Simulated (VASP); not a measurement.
# Ga (I4/mmm) in VASP: notebook

The runs below take Ga through single point, with PBE+D3(BJ), r2SCAN.

All numbers are computed with VASP 6.6.1; they aren't measurements. Logs are shortened: lines on timing, memory, paths and dates and some standing lists are left out, and cuts for length are marked.

## Step 1: The cell of the first run

It takes space group I4/mmm (No. 139, tetragonal). The conventional cell has a = 2.814 Å, b = 2.814 Å, c = 4.534 Å, α = 90.00°, β = 90.00°, γ = 90.00°. Within 3.7 Å of Ga (site symmetry 4/mmm) lie 12 Ga at 2.81 to 3.02 Å.

## Step 2: Single point, PBE+D3(BJ)

Input file INCAR:

```
ALGO = Fast
EDIFF = 1E-7
ENCUT = 520
GGA = PE
ISIF = 2
ISMEAR = 0
IVDW = 12
LASPH = T
LCHARG = F
LREAL = F
LWAVE = F
NBANDS = 12
NELM = 100
PREC = Accurate
SIGMA = 0.1
```

Input file KPOINTS:

```
k-points
0
Gamma
  20 20 20
```

Input file POSCAR:

```
Ga
1.0
   -1.4068604442      1.4068604442      2.2672300649
    1.4068604442     -1.4068604442      2.2672300649
    1.4068604442      1.4068604442     -2.2672300649
Ga
1
Direct
    0.0000000000      0.0000000000      0.0000000000
```

Potentials or basis: VASP PAW PBE potentials, release 64 (Ga_d).

Launch:

```bash
cat potpaw_PBE.64/Ga_d/POTCAR > POTCAR
mpirun -np 1 vasp_std > vasp.out
```

OUTCAR:

```text
EDIFF = 1E-7
   ENCUT = 520
   GGA = PE
   ISIF = 2
   ISMEAR = 0
   IVDW = 12
   LASPH = T
   LREAL = F
   NELM = 100
   PREC = Accurate
 IVDW          = 12

 ion  position               nearest neighbor table
   1  0.000  0.000  0.000-

  LATTYP: Found a body centered tetragonal cell.
 ALAT       =     2.8137208884
 C/A-ratio  =     1.6115529257

  Lattice vectors:

 A1 = (  -1.4068604442,   1.4068604442,   2.2672300649)
 A2 = (   1.4068604442,  -1.4068604442,   2.2672300649)
 A3 = (   1.4068604442,   1.4068604442,  -2.2672300649)

Analysis of symmetry for initial positions (statically):
=====================================================================
 Subroutine PRICEL returns:
 Original cell was already a primitive cell.

 Routine SETGRP: Setting up the symmetry group for a
 body centered tetragonal supercell.

 Subroutine GETGRP returns: Found 16 space group operations
 (whereof 16 operations were pure point group operations)
 out of a pool of 16 trial point group operations.

The static configuration has the point symmetry D_4h.

Analysis of symmetry for dynamics (positions and initial velocities):
=====================================================================
 Subroutine PRICEL returns:
 Original cell was already a primitive cell.

 Routine SETGRP: Setting up the symmetry group for a
 body centered tetragonal supercell.

 Subroutine GETGRP returns: Found 16 space group operations
 (whereof 16 operations were pure point group operations)
 out of a pool of 16 trial point group operations.

The dynamic configuration has the point symmetry D_4h.

 Subroutine INISYM returns: Found 16 space group operations
 (whereof 16 operations are pure point group operations),
 and found     1 'primitive' translations

----------------------------------------------------------------------------------------

                                     Primitive cell

  volume of cell :      17.9497

  direct lattice vectors                    reciprocal lattice vectors
    -1.406860444  1.406860444  2.267230065     0.000000000  0.355401278  0.220533420
     1.406860444 -1.406860444  2.267230065     0.355401278  0.000000000  0.220533420
     1.406860444  1.406860444 -2.267230065     0.355401278  0.355401278  0.000000000

  length of vectors
     3.016429145  3.016429145  3.016429145     0.418264340  0.418264340  0.502613308

  position of ions in fractional coordinates (direct lattice)
     0.000000000  0.000000000  0.000000000

  ion indices of the primitive-cell ions
   primitive index   ion index
                 1           1

----------------------------------------------------------------------------------------

 KPOINTS: k-points

Automatic generation of k-mesh.
 Grid dimensions read from file:
 generate k-points for:   20   20   20

 Generating k-lattice:

  Cartesian coordinates                     Fractional coordinates (reciprocal lattice)
     0.000000000  0.017770064  0.011026671     0.050000000  0.000000000 -0.000000000
     0.017770064  0.000000000  0.011026671     0.000000000  0.050000000 -0.000000000
     0.017770064  0.017770064  0.000000000     0.000000000  0.000000000  0.050000000

  Length of vectors
     0.020913217  0.020913217  0.025130665

  Shift w.r.t. Gamma in fractional coordinates (k-lattice)
     0.000000000  0.000000000  0.000000000

 Subroutine IBZKPT returns following result:
 ===========================================

 Found    641 irreducible k-points:

 Following reciprocal coordinates:
            Coordinates               Weight
  0.000000  0.000000  0.000000      1.000000
  0.050000  0.000000  0.000000      8.000000
  0.100000  0.000000 -0.000000      8.000000
  0.150000 -0.000000  0.000000      8.000000
  0.200000  0.000000 -0.000000      8.000000
  0.250000  0.000000  0.000000      8.000000
[... 16 lines left out ...]
 -0.400000  0.050000  0.000000     16.000000
 -0.350000  0.050000 -0.000000     16.000000
 [... further k-points ...]
   k-points           NKPTS =    641   k-points in BZ     NKDIM =    641   number of bands    NBANDS=     12
   number of dos      NEDOS =    301   number of ions     NIONS =      1
   total plane-waves  NPLWV =  13824
   dimension x,y,z NGX =    24 NGY =   24 NGZ =   24
   dimension x,y,z NGXF=    48 NGYF=   48 NGZF=   48
   ions per type =               1
   NGX,Y,Z   is equivalent  to a cutoff of  13.23, 13.23, 13.23 a.u.
   NGXF,Y,Z  is equivalent  to a cutoff of  26.45, 26.45, 26.45 a.u.
 SYSTEM =  unknown system
   PREC   = accura    normal or accurate (medium, high low for compatibility)
   ISTART =      0    job   : 0-new  1-cont  2-samecut
   ICHARG =      2    charge: 1-file 2-atom 10-const
   ISPIN  =      1    spin polarized calculation?
   LNONCOLLINEAR =      F non collinear calculations
   LSORBIT =      F    spin-orbit coupling
   LASPH  =      T    aspherical Exc in radial PAW
   ENCUT  =  520.0 eV  38.22 Ry    6.18 a.u.   5.61  5.61  5.61*2*pi/ulx,y,z
   NELM   =    100;   NELMIN=  2; NELMDL= -5     # of ELM steps
   EDIFF  = 0.1E-06   stopping-criterion for ELM
   LREAL  =      F    real-space projection
   EDIFFG = 0.1E-05   stopping-criterion for IOM
   NSW    =      0    number of steps for IOM
   IBRION =     -1    ionic relax: 0-MD 1-quasi-New 2-CG
   NFREE  =      0    steps in history (QN), initial steepest desc. (CG)
   ISIF   =      2    stress and relaxation
   ISYM   =      2    0-nonsym 1-usesym 2-fastsym
   POTIM  = 0.5000    time-step for ionic-motion
   TEBEG  =    0.0;   TEEND  =   0.0 temperature during run
   PSTRESS=    0.0 pullay stress
   NELECT =      13.0000    total number of electrons
   NUPDOWN=      -1.0000    fix difference up-down
   EMIN   =  10.00;   EMAX   =-10.00  energy-range for DOS
   EFERMI =   0.00;   METHOD = LEGACY
   ISMEAR =     0;   SIGMA  =   0.10  broadening in eV -4-tet -1-fermi 0-gaus
   EFERMI_NEDOS =   21; number of points for ismear=-14 and -15
   IALGO  =     68    algorithm
   IMIX   =      4    mixing-type and parameters
     AMIX     =   0.40;   BMIX     =  1.00
     AMIX_MAG =   1.60;   BMIX_MAG =  1.00
  volume/ion in A,a.u.               =      17.95       121.13
  Fermi-wavevector in a.u.,A,eV,Ry     =   1.470179  2.778235 29.407971  2.161425
  Thomas-Fermi vector in A             =   2.585467
   LORBIT       =      0    0 simple, 1 ext, 2 COOP (PROOUT), +10 PAW based schemes
   GGA     = PE    functional components
   LHFCALC =     F    Hartree Fock is set to
   AEXX    =    0.0000 exact exchange contribution
   IVDW    =    12    specifies the selected vdW correction
   LEPSILON=     F    determine dielectric tensor
   LRPA    =     F    only Hartree local field effects (RPA)
 non-spin polarized calculation
 RMM-DIIS sequential band-by-band and
 Gauss-broadening in eV      SIGMA  =   0.10
  energy-cutoff  :      520.00
  volume of cell :       17.95
 maximum number of plane-waves:       496
   NGX = 11   NGY = 11   NGZ = 11

 number of electron      12.9999992 magnetization

 Free energy of the ion-electron system (eV)
  ---------------------------------------------------
  ext. energy  EPLUGINS =         0.00000000
  ---------------------------------------------------
  free energy    TOTEN  =        -2.88025732 eV

  energy without entropy =       -2.87830292  energy(sigma->0) =       -2.87928012

 E-fermi :   6.0632     XC(G=0): -11.2687

 val. band max:        6.0430892477   @ k =  -0.4000   0.4000   0.3500
 cond. band min:       6.0638178226   @ k =   0.3000   0.2000   0.0500
 fundamental gap:      0.0207285749
 Fermi energy:         6.0631974114

 k-point     1 :       0.0000    0.0000    0.0000
  band No.  band energies     occupation
      1      -9.0221      2.00000
      2      -8.8786      2.00000
      3      -8.8786      2.00000
      4      -8.8737      2.00000
      5      -8.7223      2.00000
      6      -5.4045      2.00000
      7      18.7919      0.00000
      8      18.8316      0.00000
      9      18.8316      0.00000
     10      22.2830      0.00000
     11      22.3824      0.00000
     12      23.0176      0.00000

 k-point     2 :       0.0500    0.0000    0.0000
  band No.  band energies     occupation
      1      -9.0181      2.00000
      2      -8.8805      2.00000
      3      -8.8757      2.00000
      4      -8.8720      2.00000
      5      -8.7243      2.00000
      6      -5.3375      2.00000
      7      17.9242      0.00000
      8      18.5526      0.00000
      9      18.7530      0.00000
     10      21.5692      0.00000
     11      22.6952      0.00000
     12      23.2111      0.00000

 k-point     3 :       0.1000    0.0000   -0.0000
  band No.  band energies     occupation
      1      -9.0080      2.00000
      2      -8.8879      2.00000
      3      -8.8677      2.00000
      4      -8.8642      2.00000
      5      -8.7296      2.00000
      6      -5.1358      2.00000
      7      16.0452      0.00000
      8      17.9664      0.00000
      9      18.5602      0.00000
     10      21.1344      0.00000
     11      22.5661      0.00000
     12      23.7502      0.00000

 k-point     4 :       0.1500   -0.0000    0.0000
  band No.  band energies     occupation
      1      -8.9962      2.00000
      2      -8.9007      2.00000
      3      -8.8564      2.00000
      4      -8.8481      2.00000
      5      -8.7367      2.00000
      6      -4.7974      2.00000
      7      13.9552      0.00000
      8      17.2691      0.00000
      9      18.3331      0.00000
     10      20.7955      0.00000
     11      21.9085      0.00000
     12      24.5051      0.00000

 k-point     5 :       0.2000    0.0000   -0.0000
  band No.  band energies     occupation
      1      -8.9880      2.00000
      2      -8.9179      2.00000
      3      -8.8454      2.00000
      4      -8.8219      2.00000
      5      -8.7423      2.00000
      6      -4.3206      2.00000
      7      11.8744      0.00000
      8      16.5803      0.00000
      9      18.1306      0.00000
     10      20.3657      0.00000
     11      21.4448      0.00000
     12      25.2855      0.00000
[... 228 lines left out ...]
      1      -9.0185      2.00000
      2      -8.9782      2.00000
      3      -8.8658      2.00000
      4      -8.7046      2.00000
      5      -8.6565      2.00000
      6       0.9966      2.00000
      7       2.0773      2.00000
      8      14.1690      0.00000
      9      17.2997      0.00000
     10      18.7494      0.00000
     11      20.4833      0.00000
     12      23.6150      0.00000

 k-point    22 :      -0.4500    0.0500    0.0000
  band No.  band energies     occupation
      1      -9.0137      2.00000
      2      -8.9754      2.00000
      3      -8.8632      2.00000
      4      -8.7119      2.00000
      5      -8.6640      2.00000
      6      -0.1503      2.00000
      7       3.4257      2.00000
      8      14.2079      0.00000
      9      17.4506      0.00000
     10      18.8715      0.00000
     11      20.5785      0.00000
     12      23.7688      0.00000

 k-point    23 :      -0.4000    0.0500    0.0000
  band No.  band energies     occupation
      1      -9.0028      2.00000
      2      -8.9706      2.00000
      3      -8.8569      2.00000
      4      -8.7248      2.00000
      5      -8.6835      2.00000
      6      -1.2650      2.00000
      7       5.0007      2.00000
      8      14.3719      0.00000
      9      17.5467      0.00000
     10      19.1138      0.00000
     11      20.9010      0.00000
     12      23.5197      0.00000

 k-point    24 :      -0.3500    0.0500   -0.0000
  band No.  band energies     occupation
      1      -8.9886      2.00000
      2      -8.9634      2.00000
      3      -8.8488      2.00000
      4      -8.7420      2.00000
      5      -8.7113      2.00000
      6      -2.2549      2.00000
      7       6.7078      0.00000
      8      14.6578      0.00000
      9      17.6138      0.00000
     10      19.4734      0.00000
     11      21.3750      0.00000
     12      23.4441      0.00000

 [... further k-points ...]

------------------------ aborting loop because EDIFF is reached ----------------------------------------

 Edisp (eV)   -0.31989

 E8    (eV) :    -0.1495

  FORCE on cell =-STRESS in cart. coord.  units (eV):
  Direction    XX          YY          ZZ          XY          YZ          ZX
  --------------------------------------------------------------------------------------
  -------------------------------------------------------------------------------------
  Total      -0.01362    -0.01362    -0.01665     0.00000     0.00000     0.00000
  in kB      -1.21614    -1.21614    -1.48585     0.00000     0.00000     0.00000
  external pressure =       -1.31 kB  Pullay stress =        0.00 kB

 VOLUME and BASIS-vectors are now :
 -----------------------------------------------------------------------------
  energy-cutoff  :      520.00
  volume of cell :       17.95
      direct lattice vectors                 reciprocal lattice vectors
    -1.406860444  1.406860444  2.267230065     0.000000000  0.355401278  0.220533420
     1.406860444 -1.406860444  2.267230065     0.355401278  0.000000000  0.220533420
     1.406860444  1.406860444 -2.267230065     0.355401278  0.355401278  0.000000000

 POSITION                                       TOTAL-FORCE (eV/Angst)
 -----------------------------------------------------------------------------------
      0.00000      0.00000      0.00000         0.000000      0.000000     -0.000000
 -----------------------------------------------------------------------------------
    total drift:                                0.000000      0.000000     -0.000000

  FREE ENERGIE OF THE ION-ELECTRON SYSTEM (eV)
  ---------------------------------------------------
  free  energy   TOTEN  =        -3.2001476704 eV

  energy  without entropy=       -3.1981932731  energy(sigma->0) =       -3.19917047
```

It took 73 s on 1 thread of Intel Xeon Platinum 8488C (Sapphire Rapids), shared host; peak memory 0.25 GiB.

Results:

```yaml
Free_energy: -3.2001 eV
Pressure: -0.1 GPa
Band_gap_on_the_k_mesh: zero (an odd number of electrons rules out a gap without spin polarisation)
Dispersion_energy_per_atom: -0.320 eV
```

## Step 3: Single point, r2SCAN

POSCAR is that of step 2.

Input file INCAR.step1:

```
ALGO = Normal
EDIFF = 1E-4
ENCUT = 520
GGA = PE
ISMEAR = 0
LASPH = True
LCHARG = False
LREAL = False
LWAVE = True
NBANDS = 12
NELM = 60
PREC = Accurate
SIGMA = 0.1
```

Input file INCAR.step2:

```
ALGO = Normal
EDIFF = 1E-7
ENCUT = 520
ISIF = 2
ISMEAR = 0
ISTART = 1
LASPH = True
LCHARG = False
LMIXTAU = True
LREAL = False
LWAVE = False
METAGGA = R2SCAN
NBANDS = 12
NELM = 60
PREC = Accurate
SIGMA = 0.1
```

KPOINTS is that of step 2.

Potentials or basis: VASP PAW PBE potentials, release 64 (Ga_d).

Launch:

```bash
cat potpaw_PBE.64/Ga_d/POTCAR > POTCAR
cp INCAR.step1 INCAR
mpirun -np 1 vasp_std > vasp.out
cp INCAR.step2 INCAR
mpirun -np 1 vasp_std > vasp.out
```

OUTCAR:

```text
EDIFF = 1E-7
   ENCUT = 520
   ISIF = 2
   ISMEAR = 0
   ISTART = 1
   LASPH = True
   LREAL = False
   METAGGA = R2SCAN
   NELM = 60
   PREC = Accurate

 ion  position               nearest neighbor table
   1  0.000  0.000  0.000-

  LATTYP: Found a body centered tetragonal cell.
 ALAT       =     2.8137208884
 C/A-ratio  =     1.6115529257

  Lattice vectors:

 A1 = (  -1.4068604442,   1.4068604442,   2.2672300649)
[... 539 lines left out ...]
     11      22.1923      0.00000
     12      24.2198      0.00000

 [... further k-points ...]

------------------------ aborting loop because EDIFF is reached ----------------------------------------

  FORCE on cell =-STRESS in cart. coord.  units (eV):
  Direction    XX          YY          ZZ          XY          YZ          ZX
  --------------------------------------------------------------------------------------
  -------------------------------------------------------------------------------------
  Total       -0.0457023     -0.0457023     -0.0000228      0.0000000      0.0000000      0.0000000
  in kB       -4.0793505     -4.0793505     -0.0020354      0.0000000      0.0000000      0.0000000
  external PRESSURE =      -2.7202455 kB  Pullay stress =       0.0000000 kB

 VOLUME and BASIS-vectors are now :
 -----------------------------------------------------------------------------
  energy-cutoff  :      520.00
  volume of cell :       17.95
      direct lattice vectors                 reciprocal lattice vectors
    -1.406860444  1.406860444  2.267230065     0.000000000  0.355401278  0.220533420
     1.406860444 -1.406860444  2.267230065     0.355401278  0.000000000  0.220533420
     1.406860444  1.406860444 -2.267230065     0.355401278  0.355401278  0.000000000

 POSITION                                       TOTAL-FORCE (eV/Angst)
 -----------------------------------------------------------------------------------
      0.00000      0.00000      0.00000         0.000000      0.000000      0.000000
 -----------------------------------------------------------------------------------
    total drift:                                0.000000      0.000000     -0.000000

  FREE ENERGIE OF THE ION-ELECTRON SYSTEM (eV)
  ---------------------------------------------------
  free  energy   TOTEN  =       -11.3097509923 eV

  energy  without entropy=      -11.3079928917  energy(sigma->0) =      -11.30887194
```

OSZICAR.step1:

```text
N       E                     dE             d eps       ncg     rms          rms(c)
DAV:   1     0.431614629637E+02    0.43161E+02   -0.66741E+03 16748   0.191E+03
DAV:   2    -0.820625733026E+00   -0.43982E+02   -0.42368E+02 16148   0.261E+02
DAV:   3    -0.289329578871E+01   -0.20727E+01   -0.20681E+01 17748   0.452E+01
DAV:   4    -0.290981431553E+01   -0.16519E-01   -0.16517E-01 17640   0.430E+00
DAV:   5    -0.290998657049E+01   -0.17225E-03   -0.17225E-03 18424   0.422E-01    0.898E-01
DAV:   6    -0.288635741224E+01    0.23629E-01   -0.37106E-02 19256   0.399E+00    0.455E-01
DAV:   7    -0.288086620231E+01    0.54912E-02   -0.71552E-03 22304   0.148E+00    0.123E-01
DAV:   8    -0.288025292652E+01    0.61328E-03   -0.67686E-04 17740   0.480E-01    0.910E-03
DAV:   9    -0.288025671292E+01   -0.37864E-05   -0.62734E-06 11020   0.392E-02
   1 F= -.28802567E+01 E0= -.28792795E+01  d E =-.195451E-02
```

Wall time 4.6 min (1 thread of Intel Xeon Platinum 8488C (Sapphire Rapids), shared host); peak memory 0.25 GiB.

Results:

- Free energy: -11.3098 eV
- Pressure: -0.3 GPa
- Band gap on the k mesh: zero (an odd number of electrons rules out a gap without spin polarisation)

Levels at points of the mesh, in eV from the Fermi level:
```csv
k point,band 3,band 4,band 5,band 6,band 7,band 8,band 9,band 10
"(0.00, 0.00, 0.00)",-15.49,-15.49,-15.32,-12.09,13.51,13.51,13.54,16.87
"(0.50, 0.00, 0.00)",-15.47,-15.30,-15.26,-5.17,-4.49,8.83,12.59,13.01
"(0.50, 0.50, 0.00)",-15.31,-15.30,-15.17,-2.41,-1.18,4.10,5.29,8.38
"(0.50, 0.50, 0.50)",-15.26,-15.26,-15.26,-4.17,-4.00,6.99,6.99,10.15
```

Caveat: the PAW data sets were made with another functional, which shifts forces and pressure a little.
